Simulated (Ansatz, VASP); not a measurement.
# Al2Au in VASP and in Ansatz

```
CELL_PARAMETERS angstrom
0.00000 3.00109 3.00109
3.00109 0.00000 3.00109
3.00109 3.00109 0.00000
ATOMIC_POSITIONS crystal
Al 0.25000 0.25000 0.25000
Al 0.75000 0.75000 0.75000
Au 0.00000 0.00000 0.00000
```

Alike in both runs: functional PBEsol; k mesh 12 × 12 × 12; occupations gaussian, width 0.1 eV; no spin polarisation.

Ansatz relaxed the structure, and its values are those at the end. VASP's run is a single point on that final structure, the one shown.

|  | VASP | Ansatz |
| --- | --- | --- |
| version | VASP 6.6.1 | Ansatz 0.2.0 |
| potentials or method | VASP PAW PBE potentials, release 64 (Al, Au), cutoff 500 eV | scalar-relativistic, plane waves, PAW |
| valence electrons in the cell | 17 | 25 |

|  | VASP | Ansatz | Ansatz less VASP |
| --- | --- | --- | --- |
| gap on the k mesh at the Fermi level (eV) | none | none | - |
| pressure (GPa) | -0.1 | 0.0 | +0.17 |

VASP's potentials were made for PBE, not for PBEsol. A gap of «none» marks a metal or a gap that the smearing closes. With one functional, cell and mesh, what is left measures potentials, basis and numerics. VASP's potentials hold 17 valence electrons a cell and Ansatz's 25, so a difference there can come from the potentials and not from the codes.

Neither program's run includes spin-orbit coupling.
